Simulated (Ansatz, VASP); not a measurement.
One calculation of SiNi, two programs

INCAR

```
PREC = Accurate
ENCUT = 690
EDIFF = 1E-6
ISMEAR = -1
SIGMA = 0.1
LREAL = F
LASPH = T
NELM = 120
ALGO = Normal
ISIF = 2
LWAVE = F
LCHARG = F
GGA = PE
NBANDS = 18
GGA_COMPAT = F
```

KPOINTS

```
regular mesh
0
Gamma
  14 14 13
```

The input POSCAR:

```
SiNi
1.0
    3.4865879049      0.0000000000      0.0000000000
   -1.7432939524      3.0194736982      0.0000000000
    0.0000000000      0.0000000000      2.4874526859
Ni Si
1 1
Direct
    0.0000000000      0.0000000000      0.0000000000
    0.3333333333      0.6666666667      0.5000000000
```

Input for Ansatz:

```yaml
crystal:
  lattice:
    - [3.4865879049, 0.0, 0.0]
    - [-1.7432939524, 3.0194736982, 0.0]
    - [0.0, 0.0, 2.4874526859]
  atoms:
    - { symbol: Ni, position: [0.0, 0.0, 0.0] }
    - { symbol: Si, position: [0.3333333333, 0.6666666667, 0.5] }
kpoints:
  mp_grid: { grid: [14, 14, 13] }
  band_path:
    path:
      - [0.0, 0.0, 0.0]
      - [0.5, 0.0, 0.0]
      - [0.3333333333, 0.3333333333, 0.0]
      - [0.0, 0.0, 0.0]
      - [0.0, 0.0, 0.5]
      - [0.5, 0.0, 0.5]
      - [0.3333333333, 0.3333333333, 0.5]
      - [0.0, 0.0, 0.5]
      - [0.5, 0.0, 0.5]
    npoints: 8
scf:
  occupations: { method: fermi_dirac, width: 0.1 }
hamiltonian:
  xc: pbe
  pseudopotentials: { kind: paw }
output:
  forces: true
  stress: true
  eigenvalues: true
  populations: true
  dos: { projected: true, de: 0.2, e_range: [-14, 8] }
  write_density: true
  write_potential: true
  elf: true
  volumetric_format: npy
```

Change from the starting cell: volume scaled by 1, PAW files.

Alike in both runs: task single point; functional PBE; k mesh 14 × 14 × 13; occupations fermi-dirac, width 0.1 eV; no spin polarisation.

```csv
,VASP,Ansatz
version,VASP 6.6.1,Ansatz 0.2.0
potentials or method,"VASP PAW PBE potentials, release 64 (Ni_sv_GW, Si)","PAW with Ansatz's default frozen-core files, scalar-relativistic"
plane-wave cutoff (eV),690,420
valence electrons in the cell,22,22
```

Ansatz gave:

- pressure (GPa): 0.0

Problem. Estimate VASP's values.

Solution. Pressure (GPa): -0.7.

With one functional, cell and mesh, what is left measures potentials, basis and numerics.
